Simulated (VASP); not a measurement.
# WS2 (k06) (P6_3/mmc) in VASP: single point with PBEsol

Aim: the single point of WS2 (k06) with PBEsol.

Program: VASP 6.6.1. These are calculated values, not measurements. Logs are shortened: lines on timing, memory, paths and dates and some standing lists are left out, and cuts for length are marked.

## (1) The cell of the first run

Symmetry: P6_3/mmc, No. 194, hexagonal system. The conventional cell has a = 3.146 Å, b = 3.146 Å, c = 12.708 Å, α = 90.00°, β = 90.00°, γ = 120.00°. W (site symmetry -6m2) has 6 S at 2.40 Å and 6 W at 3.15 Å within 3.2 Å. Within 3.2 Å of S (site symmetry 3m) lie 3 W at 2.40 Å and 7 S at 3.14 to 3.15 Å.

## (2) Single point, PBEsol

Input file INCAR:

```
PREC = Accurate ; ENCUT = 520
EDIFF = 1E-6 ; ISMEAR = 0
SIGMA = 0.02 ; LREAL = F
LASPH = T ; NELM = 100
ALGO = Normal ; ISIF = 2
LWAVE = F ; LCHARG = F
GGA = PS ; NBANDS = 35
```

Input file KPOINTS:

```
Automatic mesh
0
Gamma
  15 15 4
```

Input file POSCAR:

```
WS2
1.0
    3.1463183390      0.0000000029      0.0000000000
   -1.5731591720      2.7247916085      0.0000000000
    0.0000000000      0.0000000000     12.7077691426
W S
2 4
Direct
    0.3333333333      0.6666666667      0.2500000000
    0.6666666667      0.3333333333      0.7500000000
    0.3333333333      0.6666666667      0.6266423365
    0.6666666667      0.3333333333      0.1266423365
    0.3333333333      0.6666666667      0.8733576635
    0.6666666667      0.3333333333      0.3733576635
```

Potentials or basis: VASP PAW PBE potentials, release 64 (W_sv, S).

Launch:

```sh
$ cat potpaw_PBE.64/W_sv/POTCAR potpaw_PBE.64/S/POTCAR > POTCAR
$ mpirun -np 1 vasp_std > vasp.out
```

OUTCAR:

```text
PREC = Accurate
   ENCUT = 520
   EDIFF = 1E-6
   ISMEAR = 0
   LREAL = F
   LASPH = T
   NELM = 100
   ISIF = 2
   GGA = PS

 ion  position               nearest neighbor table
   1  0.333  0.667  0.250-   4 2.40   6 2.40   4 2.40   6 2.40   4 2.40   6 2.40
   2  0.667  0.333  0.750-   3 2.40   5 2.40   3 2.40   5 2.40   3 2.40   5 2.40
   3  0.333  0.667  0.627-   2 2.40   2 2.40   2 2.40
   4  0.667  0.333  0.127-   1 2.40   1 2.40   1 2.40
   5  0.333  0.667  0.873-   2 2.40   2 2.40   2 2.40
   6  0.667  0.333  0.373-   1 2.40   1 2.40   1 2.40

  LATTYP: Found a hexagonal cell.
 ALAT       =     3.1463183390
 C/A-ratio  =     4.0389330555

  Lattice vectors:

 A1 = (   3.1463183390,   0.0000000029,   0.0000000000)
 A2 = (  -1.5731591720,   2.7247916085,   0.0000000000)
 A3 = (   0.0000000000,   0.0000000000,  12.7077691426)

Analysis of symmetry for initial positions (statically):
=====================================================================
 Subroutine PRICEL returns:
 Original cell was already a primitive cell.

 Routine SETGRP: Setting up the symmetry group for a
 hexagonal supercell.

 Subroutine GETGRP returns: Found 24 space group operations
 (whereof 12 operations were pure point group operations)
 out of a pool of 24 trial point group operations.

The static configuration has the point symmetry D_3d.
 The point group associated with its full space group is D_6h.

Analysis of symmetry for dynamics (positions and initial velocities):
=====================================================================
 Subroutine PRICEL returns:
 Original cell was already a primitive cell.

 Routine SETGRP: Setting up the symmetry group for a
 hexagonal supercell.

 Subroutine GETGRP returns: Found 24 space group operations
 (whereof 12 operations were pure point group operations)
 out of a pool of 24 trial point group operations.

The dynamic configuration has the point symmetry D_3d.
 The point group associated with its full space group is D_6h.

 Subroutine INISYM returns: Found 24 space group operations
 (whereof 12 operations are pure point group operations),
 and found     1 'primitive' translations

----------------------------------------------------------------------------------------

                                     Primitive cell

  volume of cell :     108.9445

  direct lattice vectors                    reciprocal lattice vectors
     3.146318339  0.000000003  0.000000000     0.317831793  0.183500272  0.000000000
    -1.573159172  2.724791608  0.000000000    -0.000000000  0.367000543  0.000000000
     0.000000000  0.000000000 12.707769143     0.000000000  0.000000000  0.078692018

  length of vectors
     3.146318339  3.146318339 12.707769143     0.367000543  0.367000543  0.078692018

  position of ions in fractional coordinates (direct lattice)
     0.333333333  0.666666667  0.250000000
     0.666666667  0.333333333  0.750000000
     0.333333333  0.666666667  0.626642336
     0.666666667  0.333333333  0.126642336
     0.333333333  0.666666667  0.873357664
     0.666666667  0.333333333  0.373357664

  ion indices of the primitive-cell ions
   primitive index   ion index
                 1           1
                 2           2
                 3           3
                 4           4
                 5           5
                 6           6

----------------------------------------------------------------------------------------

 KPOINTS: Automatic mesh

Automatic generation of k-mesh.
 Grid dimensions read from file:
 generate k-points for:   15   15    4

 Generating k-lattice:

  Cartesian coordinates                     Fractional coordinates (reciprocal lattice)
     0.021188786  0.012233351  0.000000000     0.066666667 -0.000000000  0.000000000
    -0.000000000  0.024466703  0.000000000     0.000000000  0.066666667  0.000000000
     0.000000000  0.000000000  0.019673005     0.000000000  0.000000000  0.250000000

  Length of vectors
     0.024466703  0.024466703  0.019673005

  Shift w.r.t. Gamma in fractional coordinates (k-lattice)
     0.000000000  0.000000000  0.000000000

 Subroutine IBZKPT returns following result:
 ===========================================

 Found     81 irreducible k-points:

 Following reciprocal coordinates:
            Coordinates               Weight
  0.000000  0.000000  0.000000      1.000000
  0.066667 -0.000000  0.000000      6.000000
  0.133333 -0.000000  0.000000      6.000000
  0.200000 -0.000000  0.000000      6.000000
  0.266667 -0.000000  0.000000      6.000000
  0.333333  0.000000  0.000000      6.000000
[... 16 lines left out ...]
  0.333333  0.200000  0.000000     12.000000
  0.400000  0.200000  0.000000      6.000000
 [... further k-points ...]
   k-points           NKPTS =     81   k-points in BZ     NKDIM =     81   number of bands    NBANDS=     35
   number of dos      NEDOS =    301   number of ions     NIONS =      6
   total plane-waves  NPLWV =  55296
   dimension x,y,z NGX =    24 NGY =   24 NGZ =   96
   dimension x,y,z NGXF=    48 NGYF=   48 NGZF=  192
   ions per type =               2   4
   NGX,Y,Z   is equivalent  to a cutoff of  12.68, 12.68, 12.56 a.u.
   NGXF,Y,Z  is equivalent  to a cutoff of  25.36, 25.36, 25.12 a.u.
 SYSTEM =  unknown system
   PREC   = accura    normal or accurate (medium, high low for compatibility)
   ISTART =      0    job   : 0-new  1-cont  2-samecut
   ICHARG =      2    charge: 1-file 2-atom 10-const
   ISPIN  =      1    spin polarized calculation?
   LNONCOLLINEAR =      F non collinear calculations
   LSORBIT =      F    spin-orbit coupling
   LASPH  =      T    aspherical Exc in radial PAW
   ENCUT  =  520.0 eV  38.22 Ry    6.18 a.u.   5.85  5.85 23.63*2*pi/ulx,y,z
   NELM   =    100;   NELMIN=  2; NELMDL= -5     # of ELM steps
   EDIFF  = 0.1E-05   stopping-criterion for ELM
   LREAL  =      F    real-space projection
   EDIFFG = 0.1E-04   stopping-criterion for IOM
   NSW    =      0    number of steps for IOM
   IBRION =     -1    ionic relax: 0-MD 1-quasi-New 2-CG
   NFREE  =      0    steps in history (QN), initial steepest desc. (CG)
   ISIF   =      2    stress and relaxation
   ISYM   =      2    0-nonsym 1-usesym 2-fastsym
   POTIM  = 0.5000    time-step for ionic-motion
   TEBEG  =    0.0;   TEEND  =   0.0 temperature during run
   PSTRESS=    0.0 pullay stress
   NELECT =      52.0000    total number of electrons
   NUPDOWN=      -1.0000    fix difference up-down
   EMIN   =  10.00;   EMAX   =-10.00  energy-range for DOS
   EFERMI =   0.00;   METHOD = LEGACY
   ISMEAR =     0;   SIGMA  =   0.02  broadening in eV -4-tet -1-fermi 0-gaus
   EFERMI_NEDOS =   21; number of points for ismear=-14 and -15
   IALGO  =     38    algorithm
   IMIX   =      4    mixing-type and parameters
     AMIX     =   0.40;   BMIX     =  1.00
     AMIX_MAG =   1.60;   BMIX_MAG =  1.00
  volume/ion in A,a.u.               =      18.16       122.53
  Fermi-wavevector in a.u.,A,eV,Ry     =   1.279403  2.417722 22.271012  1.636873
  Thomas-Fermi vector in A             =   2.411891
   LORBIT       =      0    0 simple, 1 ext, 2 COOP (PROOUT), +10 PAW based schemes
   GGA     = PS    functional components
   LHFCALC =     F    Hartree Fock is set to
   AEXX    =    0.0000 exact exchange contribution
   IVDW    =     0    specifies the selected vdW correction
   LEPSILON=     F    determine dielectric tensor
   LRPA    =     F    only Hartree local field effects (RPA)
 non-spin polarized calculation
 Gauss-broadening in eV      SIGMA  =   0.02
  energy-cutoff  :      520.00
  volume of cell :      108.94
 maximum number of plane-waves:      2957
 NGX is ok and might be reduce to    24
   NGX = 11   NGY = 11   NGZ = 47

 number of electron      51.9999989 magnetization

 Free energy of the ion-electron system (eV)
  ---------------------------------------------------
  ext. energy  EPLUGINS =         0.00000000
  ---------------------------------------------------
  free energy    TOTEN  =       -50.55414058 eV

  energy without entropy =      -50.55414058  energy(sigma->0) =      -50.55414058

 E-fermi :   7.1225     XC(G=0): -10.9344

 val. band max:        6.9494169107   @ k =   0.0000   0.0000   0.0000
 cond. band min:       8.1073851230   @ k =   0.2000   0.1333   0.0000
 fundamental gap:      1.1579682122
 Fermi energy:         7.1225444863

 k-point     1 :       0.0000    0.0000    0.0000
  band No.  band energies     occupation
      1     -67.4686      2.00000
      2     -67.4685      2.00000
      3     -31.7464      2.00000
      4     -31.7463      2.00000
      5     -31.5525      2.00000
      6     -31.5525      2.00000
[... 27 lines left out ...]
     34       9.6527      0.00000
     35      11.8062      0.00000

 k-point     2 :       0.0667   -0.0000    0.0000
  band No.  band energies     occupation
      1     -67.4677      2.00000
      2     -67.4676      2.00000
      3     -31.7433      2.00000
      4     -31.7433      2.00000
      5     -31.5694      2.00000
      6     -31.5694      2.00000
[... 27 lines left out ...]
     34       9.5857      0.00000
     35      12.1777      0.00000

 k-point     3 :       0.1333   -0.0000    0.0000
  band No.  band energies     occupation
      1     -67.4652      2.00000
      2     -67.4652      2.00000
      3     -31.7347      2.00000
      4     -31.7347      2.00000
      5     -31.6168      2.00000
      6     -31.6168      2.00000
[... 27 lines left out ...]
     34       9.9660      0.00000
     35      13.0082      0.00000
[... 723 lines left out ...]
 k-point    23 :       0.3333    0.2000    0.0000
  band No.  band energies     occupation
      1     -67.4477      2.00000
      2     -67.4477      2.00000
      3     -31.8798      2.00000
      4     -31.8798      2.00000
      5     -31.7147      2.00000
      6     -31.7147      2.00000
[... 27 lines left out ...]
     34      11.9869      0.00000
     35      12.4756      0.00000

 k-point    24 :       0.4000    0.2000    0.0000
  band No.  band energies     occupation
      1     -67.4470      2.00000
      2     -67.4470      2.00000
      3     -31.8872      2.00000
      4     -31.8872      2.00000
      5     -31.7233      2.00000
      6     -31.7233      2.00000
[... 27 lines left out ...]
     34      11.9888      0.00000
     35      12.3636      0.00000

 [... further k-points ...]
[... 5 lines left out ...]
  --------------------------------------------------------------------------------------
  -------------------------------------------------------------------------------------
  Total        0.0588739      0.0588739      0.0821189      0.0000000      0.0000000      0.0000000
  in kB        0.8658209      0.8658209      1.2076698      0.0000000      0.0000000      0.0000000
  external PRESSURE =       0.9797705 kB  Pullay stress =       0.0000000 kB

 VOLUME and BASIS-vectors are now :
 -----------------------------------------------------------------------------
  energy-cutoff  :      520.00
  volume of cell :      108.94
      direct lattice vectors                 reciprocal lattice vectors
     3.146318339  0.000000003  0.000000000     0.317831793  0.183500272  0.000000000
    -1.573159172  2.724791608  0.000000000    -0.000000000  0.367000543  0.000000000
     0.000000000  0.000000000 12.707769143     0.000000000  0.000000000  0.078692018

 POSITION                                       TOTAL-FORCE (eV/Angst)
 -----------------------------------------------------------------------------------
     -0.00000      1.81653      3.17694         0.000000     -0.000000     -0.000000
      1.57316      0.90826      9.53083        -0.000000      0.000000     -0.000000
     -0.00000      1.81653      7.96323         0.000000      0.000000     -0.019444
      1.57316      0.90826      1.60934        -0.000000     -0.000000     -0.019444
     -0.00000      1.81653     11.09843         0.000000      0.000000      0.019444
      1.57316      0.90826      4.74454        -0.000000      0.000000      0.019444
 -----------------------------------------------------------------------------------
    total drift:                               -0.000000      0.000000     -0.000000

  FREE ENERGIE OF THE ION-ELECTRON SYSTEM (eV)
  ---------------------------------------------------
  free  energy   TOTEN  =       -50.5541405834 eV

  energy  without entropy=      -50.5541405834  energy(sigma->0) =      -50.55414058
```

Run time: 3.5 min. Hardware: 1 thread of Intel Xeon 6975P-C, shared host; peak memory 0.38 GiB.

Results:

| Item | Value |
| --- | --- |
| Free energy | -50.5541 eV |
| Pressure | 0.1 GPa |
| Largest force | 0.019 eV/Å |
| Band gap on the k mesh | 1.16 eV, indirect (least direct gap 1.87 eV) |

Forces in eV/Å, atoms in the order of the input:
```
W    0.000  0.000  0.000
W    0.000  0.000  0.000
S    0.000  0.000 -0.019
S    0.000  0.000 -0.019
S    0.000  0.000  0.019
S    0.000  0.000  0.019
```

Caveat: the PAW data sets were made with another functional, which shifts forces and pressure a little; spin-orbit coupling is left out, which moves the levels of the heavy elements; this functional lacks dispersion, which binds the layers, so the pressure and a relaxed spacing across them are unreliable. As with any semilocal functional, this PBEsol gap is likely too small.
